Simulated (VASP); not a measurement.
# TiB2: electric field gradients with PBE

Crystal: TiB2.

```
Ti B
1.0
     3.08978    0.00000    0.00000
    -1.54489    2.67583    0.00000
     0.00000    0.00000    3.22840
Ti B
1 2
Direct
  0.00000 0.00000 0.00000
  0.33333 0.66667 0.50000
  0.66667 0.33333 0.50000
```

This cell differs from its parent crystal: equal xx and yy strain of +2 %.

```
Program                : VASP 6.6.1
Task                   : electric field gradients
Functional             : PBE
Potentials or basis    : VASP PAW PBE potentials, release 64 (Ti_sv, B)
Cutoff                 : 520 eV
k mesh                 : 15 × 15 × 13
Occupations            : fermi-dirac, width 0.08 eV
Spin                   : no spin polarisation
Dipole correction      : no
Further INCAR settings : ALGO = Normal; EDIFF = 1e-08; NBANDS = 16
```

The pressure is -9.6 GPa. The band gap on the k mesh is zero (band 9 reaches 9.92 eV, above the bottom of band 10 at 9.30 eV).

Stress tensor (GPa, compression positive):
```
-12.47   0.00   0.00
  0.00 -12.47   0.00
  0.00   0.00  -3.95
```

Levels at points of the mesh, in eV from the Fermi level:
```csv
k point,band 6,band 7,band 8,band 9,band 10,band 11,band 12,band 13
"(0.00, 0.00, 0.00)",-2.65,-2.65,-2.09,-1.97,1.79,1.79,3.58,3.58
```

Electric field gradients, principal values (V/Å²):
```
atom   least  middle  greatest (by size)
1 Ti  -7.384  -7.385              14.769
 2 B  -1.872  -1.872               3.743
 3 B  -1.872  -1.872               3.743
```

It took 52 s on 1 thread of AMD EPYC 9R14 (Zen 4), on a shared host, peak memory 0.16 GiB.

Caveat: the cell differs from its parent crystal (equal xx and yy strain of +2 %); without QUAD_EFG the Cq values of the log hold for a quadrupole moment of 1 mb, not for the nuclei.
